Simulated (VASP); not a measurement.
A run of VASP 6.6.1 is set up as follows.

The input INCAR:

```
  ALGO = Normal
  EDIFF = 1E-6
  ENCUT = 520
  ISIF = 2
  ISMEAR = 0
  LASPH = True
  LCHARG = False
  LREAL = False
  LWAVE = False
  NBANDS = 10
  NELM = 100
  PREC = Accurate
  SIGMA = 0.15
```

The input KPOINTS:

```
k-points
0
Gamma
  18 18 14
```

File POSCAR:

```
MgSi
1.0
    2.9083940000      0.0000000000      0.0000000000
    0.0000000000      2.9083940000      0.0000000000
    0.0000000000      0.0000000000      4.1034270000
Mg Si
1 1
Direct
    0.0000000000      0.0000000000      0.0000000000
    0.5000000000      0.5000000000      0.5000000000
```

Potentials or basis: VASP PAW LDA potentials, release 64 (Mg, Si).

Command:

```sh
$ cat potpaw_LDA.64/Mg/POTCAR potpaw_LDA.64/Si/POTCAR > POTCAR
$ mpirun -np 1 vasp_std > vasp.out
```

Problem. What does it give for the band gap on the k mesh?

Solution. Zero (band 3 reaches 10.81 eV, above the bottom of band 4 at 4.41 eV).

Problem. Estimate the pressure.

Solution. -3.7 GPa.

Stress tensor (GPa, compression positive):
```
-2.54  0.00  0.00
 0.00 -2.54  0.00
 0.00  0.00 -5.93
```
